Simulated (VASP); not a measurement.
A run of VASP 6.6.1 is set up as follows.

The input POSCAR:

```
SiNi
1.0
    2.9427706600      0.0000000000      0.0000000000
    0.0000000000      3.2803255400      0.0000000000
    0.0000000000      0.0000000000      4.6774467600
Ni Si
2 2
Direct
    0.5000000000      0.5000000000      0.3424955900
    0.0000000000      0.0000000000      0.6575044100
    0.5000000000      0.5000000000      0.8431431600
    0.0000000000      0.0000000000      0.1568568400
```

File INCAR.step1:

```
SYSTEM = SiNi
ALGO = Normal
EDIFF = 1E-5
ENCUT = 660
GGA = PE
GGA_COMPAT = .False.
ISMEAR = -1
ISPIN = 2
LASPH = .True.
LCHARG = .False.
LDAU = .True.
LDAUJ = 0 0
LDAUL = 2 -1
LDAUTYPE = 2
LDAUU = 2 0
LMAXMIX = 4
LREAL = .False.
LWAVE = .True.
MAGMOM = 1 1 0 0
NBANDS = 26
NELM = 200
PREC = Accurate
SIGMA = 0.05
```

INCAR.step2

```
SYSTEM = SiNi
ALGO = Normal
EDIFF = 1E-6
ENCUT = 660
GGA_COMPAT = .False.
ISIF = 2
ISMEAR = -1
ISPIN = 2
ISTART = 1
LASPH = .True.
LCHARG = .False.
LDAU = .True.
LDAUJ = 0 0
LDAUL = 2 -1
LDAUPRINT = 1
LDAUTYPE = 2
LDAUU = 2 0
LMAXMIX = 4
LMIXTAU = .True.
LORBIT = 11
LREAL = .False.
LWAVE = .False.
MAGMOM = 1 1 0 0
METAGGA = R2SCAN
NBANDS = 26
NELM = 200
PREC = Accurate
SIGMA = 0.05
```

The input KPOINTS:

```
k-points
0
Gamma
  9 8 6
  0 0 0
```

Potentials or basis: VASP PAW PBE potentials, release 64 (Ni, Si).

Launch:

```sh
$ cat potpaw_PBE.64/Ni/POTCAR potpaw_PBE.64/Si/POTCAR > POTCAR
$ cp INCAR.step1 INCAR
$ mpirun -np 1 vasp_std > vasp.out
$ cp INCAR.step2 INCAR
$ mpirun -np 1 vasp_std > vasp.out
```

Question: Estimate the band gap on the k mesh.

Answer: Zero (filled and empty bands overlap).

Question: Estimate the largest force.

Answer: 0.122 eV/Å.

Question: What does it give for the pressure?

Answer: -2.6 GPa.

Question: What does it give for the net moment?

Answer: 0.00 μB per cell.

Eigenvalues of the final occupation matrices:
| site | spin | trace | eigenvalues |
| --- | --- | --- | --- |
| site 1 d | 1 | 4.31 | 0.82 0.84 0.86 0.86 0.93 |
| site 1 d | 2 | 4.31 | 0.82 0.84 0.86 0.86 0.93 |
| site 2 d | 1 | 4.31 | 0.82 0.84 0.86 0.86 0.93 |
| site 2 d | 2 | 4.31 | 0.82 0.84 0.86 0.86 0.93 |

Caveat: the moments typed at the start vanished in this run; the PAW data sets were made with another functional, which shifts forces and pressure a little; the U is typed as a test and isn't derived for this compound. The state reached can hang on the start; a lower one may exist.
